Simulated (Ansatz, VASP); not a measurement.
**Nb2B3C: VASP beside Ansatz**

```xyz
6
Lattice="3.0999 0.0000 0.0000 0.0000 3.0999 0.0000 0.0000 0.0000 8.0101" Properties=species:S:1:pos:R:3 pbc="T T T"
Nb    0.0000    0.0000    4.0050
Nb    1.5499    1.5499    0.0000
B     1.5499    1.5499    4.0050
B     1.5499    1.5499    5.6012
B     1.5499    1.5499    2.4089
C     0.0000    0.0000    0.0000
```

Alike in both runs: functional PBE; k mesh 12 × 12 × 6; occupations gaussian, width 0.1 eV; no spin polarisation.

Ansatz relaxed the structure, and its values are those at the end. VASP's run is a single point on that final structure, the one shown.

|  | VASP | Ansatz |
| --- | --- | --- |
| version | VASP 6.6.1 | Ansatz 0.2.0 |
| potentials or method | VASP PAW PBE potentials, release 64 (Nb_sv, B, C), cutoff 520 eV | scalar-relativistic, plane waves, PAW |
| valence electrons in the cell | 39 | 39 |

|  | VASP | Ansatz | Ansatz less VASP |
| --- | --- | --- | --- |
| gap on the k mesh at the Fermi level (eV) | none | none | - |
| pressure (GPa) | -0.2 | 0.0 | +0.22 |
| rms of the force components (eV/Å) | 0.007 | 0.000 | -0.0073 |

A gap of «none» marks a metal or a gap that the smearing closes.
